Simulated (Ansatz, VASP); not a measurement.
## One calculation of CdI2, two programs

POSCAR

```
CdI2
1.0
    4.1195984652      0.0000000000      0.0000000000
   -2.0597992326      3.5676769243      0.0000000000
    0.0000000000      0.0000000000      7.0523933773
Cd I
1 2
Direct
    0.0000000000      0.0000000000      0.0000000000
    0.3333333333      0.6666666667      0.2518616018
    0.6666666667      0.3333333333      0.7481383982
```

The input INCAR.step1:

```
SYSTEM = CdI2
  PREC = Accurate
  ENCUT = 550
  ISMEAR = 0
  SIGMA = 0.01
  LREAL = .False.
  LASPH = .True.
  NELM = 120
  NBANDS = 20
  GGA = PE
  ALGO = Normal
  EDIFF = 1E-5
  LWAVE = .True.
  LCHARG = .False.
  GGA_COMPAT = .False.
```

File INCAR.step2:

```
SYSTEM = CdI2
  PREC = Accurate
  ENCUT = 550
  EDIFF = 1E-6
  ISMEAR = 0
  SIGMA = 0.01
  LREAL = .False.
  LASPH = .True.
  NELM = 120
  ALGO = Normal
  ISIF = 2
  LWAVE = .False.
  LCHARG = .True.
  METAGGA = R2SCAN
  LMIXTAU = .True.
  LELF = .True.
  LVHAR = .True.
  NBANDS = 20
  ISTART = 1
  GGA_COMPAT = .False.
```

The input KPOINTS:

```
regular mesh
0
Gamma
  12 12 4
  0 0 0
```

Input for Ansatz:

```yaml
crystal:
  lattice:
    - [4.1195984652, 0.0, 0.0]
    - [-2.0597992326, 3.5676769243, 0.0]
    - [0.0, 0.0, 7.0523933773]
  atoms:
    - { symbol: Cd, position: [0.0, 0.0, 0.0] }
    - { symbol: I, position: [0.3333333333, 0.6666666667, 0.2518616018] }
    - { symbol: I, position: [0.6666666667, 0.3333333333, 0.7481383982] }
kpoints:
  mp_grid: { grid: [12, 12, 4] }
  band_path:
    path:
      - [0.0, 0.0, 0.0]
      - [0.5, 0.0, 0.0]
      - [0.3333333333, 0.3333333333, 0.0]
      - [0.0, 0.0, 0.5]
      - [0.5, 0.0, 0.5]
      - [0.3333333333, 0.3333333333, 0.5]
      - [0.0, 0.5, 0.5]
    npoints: 1
hamiltonian:
  xc: r2scan
scf:
  occupations: { method: fixed }
  n_extra_bands: 4
output:
  forces: true
  stress: true
  eigenvalues: true
```

Change from the starting cell: epitaxial_xy strain -3.0%.

Alike in both runs: task single point; functional r2SCAN; k mesh 12 × 12 × 4; no spin polarisation.

|  | VASP | Ansatz |
| --- | --- | --- |
| version | VASP 6.6.1 | Ansatz 0.2.0 |
| potentials or method | VASP PAW PBE potentials, release 64 (Cd, I) | plane waves, PAW |
| plane-wave cutoff (eV) | 550 | 500 |
| occupations | gaussian, width 0.01 eV | fixed |
| valence electrons in the cell | 26 | 54 |

|  | VASP | Ansatz | Ansatz less VASP |
| --- | --- | --- | --- |
| gap on the k mesh at the Fermi level (eV) | 2.59 | 2.60 | +0.013 |
| pressure (GPa) | 2.3 | 2.1 | -0.13 |
| traceless stress, the component that is largest in VASP (GPa) | -1.29 | -1.29 | +0.002 |
| rms of the force components (eV/Å) | 0.010 | 0.003 | -0.0068 |

VASP's potentials were made for PBE, not for r2SCAN. Atom by atom the forces differ by 0.013 eV/Å (rms over components). VASP's potentials hold 26 valence electrons a cell and Ansatz's 54, so a difference there can come from the potentials and not from the codes.

Neither program's run includes spin-orbit coupling.
